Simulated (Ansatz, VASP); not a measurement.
BaS: VASP beside Ansatz

INCAR

```
SYSTEM = BaS
ALGO = Normal
EDIFF = 1E-6
ENCUT = 520
GGA = PE
ISIF = 2
ISMEAR = 0
LASPH = .TRUE.
LCHARG = .FALSE.
LREAL = .FALSE.
LWAVE = .FALSE.
NBANDS = 15
NELM = 100
PREC = Accurate
SIGMA = 0.01
```

KPOINTS

```
k-points
0
G
  6 6 6
  0 0 0
```

The input POSCAR:

```
BaS
1.0
    4.5166450000      0.0000000000      0.0000000000
    2.2583225000      3.9115293099      0.0000000000
    2.2583225000      1.3038431033      3.6878251998
Ba S
1 1
Direct
    0.0000000000      0.0000000000      0.0000000000
    0.5000000000      0.5000000000      0.5000000000
```

Input for Ansatz:

```yaml
crystal:
  lattice:
    a: 4.516645
    b: 4.516645
    c: 4.516645
    alpha: 60.0
    beta: 60.0
    gamma: 60.0
  atoms:
    - { symbol: Ba, position: [0.0, 0.0, 0.0] }
    - { symbol: S, position: [0.5, 0.5, 0.5] }
basis:
  ecutwfc: 571.4391111657479
kpoints:
  mp_grid:
    grid: [6, 6, 6]
    shift: [0.0, 0.0, 0.0]
hamiltonian:
  xc: pbe
scf:
  convergence:
    dr2_threshold: 1.0e-10
  occupations:
    method: fixed
output:
  eigenvalues: true
```

Alike in both runs: task single point; functional PBE; k mesh 6 × 6 × 6; no spin polarisation.

```csv
,VASP,Ansatz
version,VASP 6.6.1,Ansatz 0.2.0
potentials or method,"VASP PAW PBE potentials, release 64 (Ba_sv, S), cutoff 520 eV","plane waves, PAW"
occupations,"gaussian, width 0.01 eV",fixed
valence electrons in the cell,16,16
```

Ansatz gave:

| Quantity | Value |
| --- | --- |
| gap on the k mesh at the Fermi level (eV) | 2.21 |

Task: What did VASP give for the same quantities?

Result: gap on the k mesh at the Fermi level (eV): 2.11.

Neither program's run includes spin-orbit coupling.
